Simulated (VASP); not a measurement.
# SrBe4Cd (F-43m) in VASP: a series of runs

Runs on SrBe4Cd. Level: PBE. Tasks: single point.

All numbers are computed with VASP 6.6.1; they aren't measurements. Logs are shortened: lines on timing, memory, paths and dates and some standing lists are left out, and cuts for length are marked.

### Step 1. The cell of the first run

It takes space group F-43m (No. 216, cubic). The conventional cell has a = 6.895 Å, b = 6.895 Å, c = 6.895 Å, α = 90.00°, β = 90.00°, γ = 90.00°. Within 3.8 Å of Sr (site symmetry -43m) lie 12 Be at 2.86 Å and 4 Cd at 2.99 Å. Within 3.2 Å of Be (site symmetry 3m) lie 6 Be at 2.44 Å and 3 Sr at 2.86 Å and 3 Cd at 2.86 Å. Within 3.8 Å of Cd (site symmetry -43m) lie 12 Be at 2.86 Å and 4 Sr at 2.99 Å.

### Step 2. Single point, PBE

INCAR

```
PREC = Accurate
ENCUT = 520
EDIFF = 1E-6
ISMEAR = 0
SIGMA = 0.1
LREAL = F
LASPH = T
NELM = 80
ALGO = Fast
ISIF = 2
LWAVE = F
LCHARG = T
GGA = PE
LELF = T
LVHAR = T
NBANDS = 24
```

KPOINTS

```
Automatic mesh
0
Gamma
  4 4 4
```

POSCAR

```
SrBe4Cd
1.0
    0.0000000000      3.4475280244      3.4475280244
    3.4475280244      0.0000000000      3.4475280244
    3.4475280244      3.4475280244      0.0000000000
Sr Be Cd
1 4 1
Direct
    0.0000000000      0.0000000000      0.0000000000
    0.3750000000      0.8750000000      0.3750000000
    0.3750000000      0.3750000000      0.8750000000
    0.3750000000      0.3750000000      0.3750000000
    0.8750000000      0.3750000000      0.3750000000
    0.7500000000      0.7500000000      0.7500000000
```

Potentials or basis: VASP PAW PBE potentials, release 64 (Sr_sv, Be, Cd).

The run is started by

```bash
> cat potpaw_PBE.64/Sr_sv/POTCAR potpaw_PBE.64/Be/POTCAR potpaw_PBE.64/Cd/POTCAR > POTCAR
> mpirun -np 1 vasp_std > vasp.out
```

OUTCAR:

```text
PREC = Accurate
   ENCUT = 520
   EDIFF = 1E-6
   ISMEAR = 0
   LREAL = F
   LASPH = T
   NELM = 80
   ISIF = 2
   GGA = PE

 ion  position               nearest neighbor table
   1  0.000  0.000  0.000-   2 2.86   3 2.86   5 2.86   2 2.86   4 2.86   5 2.86   3 2.86   4 2.86
                             5 2.86   2 2.86   3 2.86   4 2.86   6 2.99   6 2.99   6 2.99   6 2.99
   2  0.375  0.875  0.375-   1 2.86   1 2.86   1 2.86   6 2.86   6 2.86   6 2.86
   3  0.375  0.375  0.875-   1 2.86   1 2.86   1 2.86   6 2.86   6 2.86   6 2.86
   4  0.375  0.375  0.375-   1 2.86   1 2.86   1 2.86   6 2.86   6 2.86   6 2.86
   5  0.875  0.375  0.375-   1 2.86   1 2.86   1 2.86   6 2.86   6 2.86   6 2.86
   6  0.750  0.750  0.750-   2 2.86   3 2.86   4 2.86   3 2.86   4 2.86   5 2.86   2 2.86   4 2.86
                             5 2.86   2 2.86   3 2.86   5 2.86   1 2.99   1 2.99   1 2.99   1 2.99

  LATTYP: Found a face centered cubic cell.
 ALAT       =     6.8950560488

  Lattice vectors:

 A1 = (   0.0000000000,   3.4475280244,   3.4475280244)
 A2 = (   3.4475280244,   0.0000000000,   3.4475280244)
 A3 = (   3.4475280244,   3.4475280244,   0.0000000000)

Analysis of symmetry for initial positions (statically):
=====================================================================
 Subroutine PRICEL returns:
 Original cell was already a primitive cell.

 Routine SETGRP: Setting up the symmetry group for a
 face centered cubic supercell.

 Subroutine GETGRP returns: Found 24 space group operations
 (whereof 24 operations were pure point group operations)
 out of a pool of 48 trial point group operations.

The static configuration has the point symmetry T_d .

Analysis of symmetry for dynamics (positions and initial velocities):
=====================================================================
 Subroutine PRICEL returns:
 Original cell was already a primitive cell.

 Routine SETGRP: Setting up the symmetry group for a
 face centered cubic supercell.

 Subroutine GETGRP returns: Found 24 space group operations
 (whereof 24 operations were pure point group operations)
 out of a pool of 48 trial point group operations.

The dynamic configuration has the point symmetry T_d .

 Subroutine INISYM returns: Found 24 space group operations
 (whereof 24 operations are pure point group operations),
 and found     1 'primitive' translations

----------------------------------------------------------------------------------------

                                     Primitive cell

  volume of cell :      81.9508

  direct lattice vectors                    reciprocal lattice vectors
     0.000000000  3.447528024  3.447528024    -0.145031453  0.145031453  0.145031453
     3.447528024  0.000000000  3.447528024     0.145031453 -0.145031453  0.145031453
     3.447528024  3.447528024  0.000000000     0.145031453  0.145031453 -0.145031453

  length of vectors
     4.875540889  4.875540889  4.875540889     0.251201846  0.251201846  0.251201846

  position of ions in fractional coordinates (direct lattice)
     0.000000000  0.000000000  0.000000000
     0.375000000  0.875000000  0.375000000
     0.375000000  0.375000000  0.875000000
     0.375000000  0.375000000  0.375000000
     0.875000000  0.375000000  0.375000000
     0.750000000  0.750000000  0.750000000

  ion indices of the primitive-cell ions
   primitive index   ion index
                 1           1
                 2           2
                 3           3
                 4           4
                 5           5
                 6           6

----------------------------------------------------------------------------------------

 KPOINTS: Automatic mesh

Automatic generation of k-mesh.
 Grid dimensions read from file:
 generate k-points for:    4    4    4

 Generating k-lattice:

  Cartesian coordinates                     Fractional coordinates (reciprocal lattice)
    -0.036257863  0.036257863  0.036257863     0.250000000  0.000000000  0.000000000
     0.036257863 -0.036257863  0.036257863     0.000000000  0.250000000  0.000000000
     0.036257863  0.036257863 -0.036257863     0.000000000  0.000000000  0.250000000

  Length of vectors
     0.062800461  0.062800461  0.062800461

  Shift w.r.t. Gamma in fractional coordinates (k-lattice)
     0.000000000  0.000000000  0.000000000

 Subroutine IBZKPT returns following result:
 ===========================================

 Found      8 irreducible k-points:

 Following reciprocal coordinates:
            Coordinates               Weight
  0.000000  0.000000  0.000000      1.000000
  0.250000  0.000000  0.000000      8.000000
  0.500000  0.000000  0.000000      4.000000
  0.250000  0.250000  0.000000      6.000000
  0.500000  0.250000  0.000000     24.000000
 -0.250000  0.250000  0.000000     12.000000
  0.500000  0.500000  0.000000      3.000000
 -0.250000  0.500000  0.250000      6.000000
   k-points           NKPTS =      8   k-points in BZ     NKDIM =      8   number of bands    NBANDS=     24
   number of dos      NEDOS =    301   number of ions     NIONS =      6
   total plane-waves  NPLWV =  46656
   dimension x,y,z NGX =    36 NGY =   36 NGZ =   36
   dimension x,y,z NGXF=    72 NGYF=   72 NGZF=   72
   ions per type =               1   4   1
   NGX,Y,Z   is equivalent  to a cutoff of  12.28, 12.28, 12.28 a.u.
   NGXF,Y,Z  is equivalent  to a cutoff of  24.55, 24.55, 24.55 a.u.
 SYSTEM =  unknown system
   PREC   = accura    normal or accurate (medium, high low for compatibility)
   ISTART =      0    job   : 0-new  1-cont  2-samecut
   ICHARG =      2    charge: 1-file 2-atom 10-const
   ISPIN  =      1    spin polarized calculation?
   LNONCOLLINEAR =      F non collinear calculations
   LSORBIT =      F    spin-orbit coupling
   LASPH  =      T    aspherical Exc in radial PAW
   ENCUT  =  520.0 eV  38.22 Ry    6.18 a.u.   9.07  9.07  9.07*2*pi/ulx,y,z
   NELM   =     80;   NELMIN=  2; NELMDL= -5     # of ELM steps
   EDIFF  = 0.1E-05   stopping-criterion for ELM
   LREAL  =      F    real-space projection
   EDIFFG = 0.1E-04   stopping-criterion for IOM
   NSW    =      0    number of steps for IOM
   IBRION =     -1    ionic relax: 0-MD 1-quasi-New 2-CG
   NFREE  =      0    steps in history (QN), initial steepest desc. (CG)
   ISIF   =      2    stress and relaxation
   ISYM   =      2    0-nonsym 1-usesym 2-fastsym
   POTIM  = 0.5000    time-step for ionic-motion
   TEBEG  =    0.0;   TEEND  =   0.0 temperature during run
   PSTRESS=    0.0 pullay stress
   NELECT =      30.0000    total number of electrons
   NUPDOWN=      -1.0000    fix difference up-down
   EMIN   =  10.00;   EMAX   =-10.00  energy-range for DOS
   EFERMI =   0.00;   METHOD = LEGACY
   ISMEAR =     0;   SIGMA  =   0.10  broadening in eV -4-tet -1-fermi 0-gaus
   EFERMI_NEDOS =   21; number of points for ismear=-14 and -15
   IALGO  =     68    algorithm
   IMIX   =      4    mixing-type and parameters
     AMIX     =   0.40;   BMIX     =  1.00
     AMIX_MAG =   1.60;   BMIX_MAG =  1.00
  volume/ion in A,a.u.               =      13.66        92.17
  Fermi-wavevector in a.u.,A,eV,Ry     =   1.171109  2.213076 18.660351  1.371497
  Thomas-Fermi vector in A             =   2.307558
   LORBIT       =      0    0 simple, 1 ext, 2 COOP (PROOUT), +10 PAW based schemes
   GGA     = PE    functional components
   LHFCALC =     F    Hartree Fock is set to
   AEXX    =    0.0000 exact exchange contribution
   IVDW    =     0    specifies the selected vdW correction
   LEPSILON=     F    determine dielectric tensor
   LRPA    =     F    only Hartree local field effects (RPA)
 non-spin polarized calculation
 RMM-DIIS sequential band-by-band and
 Gauss-broadening in eV      SIGMA  =   0.10
  energy-cutoff  :      520.00
  volume of cell :       81.95
 maximum number of plane-waves:      2229
   NGX = 19   NGY = 19   NGZ = 19

 number of electron      30.0000007 magnetization

 Free energy of the ion-electron system (eV)
  ---------------------------------------------------
  ext. energy  EPLUGINS =         0.00000000
  ---------------------------------------------------
  free energy    TOTEN  =       -14.29114045 eV

  energy without entropy =      -14.26958623  energy(sigma->0) =      -14.28036334

 E-fermi :   4.8659     XC(G=0): -10.5250

 val. band max:        4.8142934005   @ k =   0.5000   0.0000   0.0000
 cond. band min:       5.0600148761   @ k =  -0.2500   0.5000   0.2500
 fundamental gap:      0.2457214756
 Fermi energy:         4.8659222247

 k-point     1 :       0.0000    0.0000    0.0000
  band No.  band energies     occupation
      1     -29.5704      2.00000
      2     -11.9318      2.00000
      3     -11.9318      2.00000
      4     -11.9318      2.00000
      5      -4.4433      2.00000
      6      -4.4433      2.00000
[... 16 lines left out ...]
     23      10.4700      0.00000
     24      14.6264      0.00000

 k-point     2 :       0.2500    0.0000    0.0000
  band No.  band energies     occupation
      1     -29.5683      2.00000
      2     -11.9974      2.00000
      3     -11.9383      2.00000
      4     -11.9383      2.00000
      5      -4.4404      2.00000
      6      -4.4404      2.00000
[... 16 lines left out ...]
     23      10.1350      0.00000
     24      13.0553      0.00000

 k-point     3 :       0.5000    0.0000    0.0000
  band No.  band energies     occupation
      1     -29.5662      2.00000
      2     -12.0602      2.00000
      3     -11.9449      2.00000
      4     -11.9449      2.00000
      5      -4.4930      2.00000
      6      -4.4158      2.00000
[... 16 lines left out ...]
     23      11.8289      0.00000
     24      12.3994      0.00000
[... 82 lines left out ...]
 k-point     7 :       0.5000    0.5000    0.0000
  band No.  band energies     occupation
      1     -29.5648      2.00000
      2     -12.0630      2.00000
      3     -11.9663      2.00000
      4     -11.9663      2.00000
      5      -4.5471      2.00000
      6      -4.4727      2.00000
[... 16 lines left out ...]
     23      10.2858      0.00000
     24      12.0321      0.00000

 k-point     8 :      -0.2500    0.5000    0.2500
  band No.  band energies     occupation
      1     -29.5648      2.00000
      2     -12.0179      2.00000
      3     -12.0121      2.00000
      4     -11.9678      2.00000
      5      -4.5275      2.00000
      6      -4.4857      2.00000
[... 16 lines left out ...]
     23      11.6020      0.00000
     24      11.7315      0.00000

------------------------ aborting loop because EDIFF is reached ----------------------------------------

  FORCE on cell =-STRESS in cart. coord.  units (eV):
  Direction    XX          YY          ZZ          XY          YZ          ZX
  --------------------------------------------------------------------------------------
  -------------------------------------------------------------------------------------
  Total        4.6769432      4.6769432      4.6769432     -0.0000000     -0.0000000      0.0000000
  in kB       91.4364316     91.4364316     91.4364316     -0.0000000     -0.0000000      0.0000000
  external PRESSURE =      91.4364316 kB  Pullay stress =       0.0000000 kB

 VOLUME and BASIS-vectors are now :
 -----------------------------------------------------------------------------
  energy-cutoff  :      520.00
  volume of cell :       81.95
      direct lattice vectors                 reciprocal lattice vectors
     0.000000000  3.447528024  3.447528024    -0.145031453  0.145031453  0.145031453
     3.447528024  0.000000000  3.447528024     0.145031453 -0.145031453  0.145031453
     3.447528024  3.447528024  0.000000000     0.145031453  0.145031453 -0.145031453

 POSITION                                       TOTAL-FORCE (eV/Angst)
 -----------------------------------------------------------------------------------
      0.00000      0.00000      0.00000         0.000000      0.000000      0.000000
      4.30941      2.58565      4.30941         0.035974     -0.035974      0.035974
      4.30941      4.30941      2.58565         0.035974      0.035974     -0.035974
      2.58565      2.58565      2.58565        -0.035974     -0.035974     -0.035974
      2.58565      4.30941      4.30941        -0.035974      0.035974      0.035974
      5.17129      5.17129      5.17129         0.000000      0.000000      0.000000
 -----------------------------------------------------------------------------------
    total drift:                                0.000000      0.000000      0.000000

  FREE ENERGIE OF THE ION-ELECTRON SYSTEM (eV)
  ---------------------------------------------------
  free  energy   TOTEN  =       -14.2911404511 eV

  energy  without entropy=      -14.2695862303  energy(sigma->0) =      -14.28036334
```

Run time: 17 s. Hardware: 1 thread of Intel Xeon 6975P-C (Granite Rapids), shared host; peak memory 0.21 GiB.

What came out:

* Free energy: -14.2911 eV
* Pressure: 9.1 GPa
* Band gap on the k mesh: zero (bands 15 and 16 overlap by 0.58 eV)

Levels at points of the mesh, in eV from the Fermi level:
| k point | band 13 | band 14 | band 15 | band 16 | band 17 | band 18 |
| --- | --- | --- | --- | --- | --- | --- |
| (0.00, 0.00, 0.00) | -2.36 | -2.36 | -0.07 | -0.07 | 1.15 | 1.23 |
| (0.50, 0.00, 0.00) | -2.31 | -2.31 | -0.05 | -0.05 | 1.26 | 2.04 |
| (0.50, 0.50, 0.00) | -2.44 | -2.44 | -1.55 | 1.38 | 2.58 | 2.58 |

Caveat: the k points lie up to 0.39 Å⁻¹ apart, too coarse for converged energies and pressures of a metal.

[end of part 1 of 2]
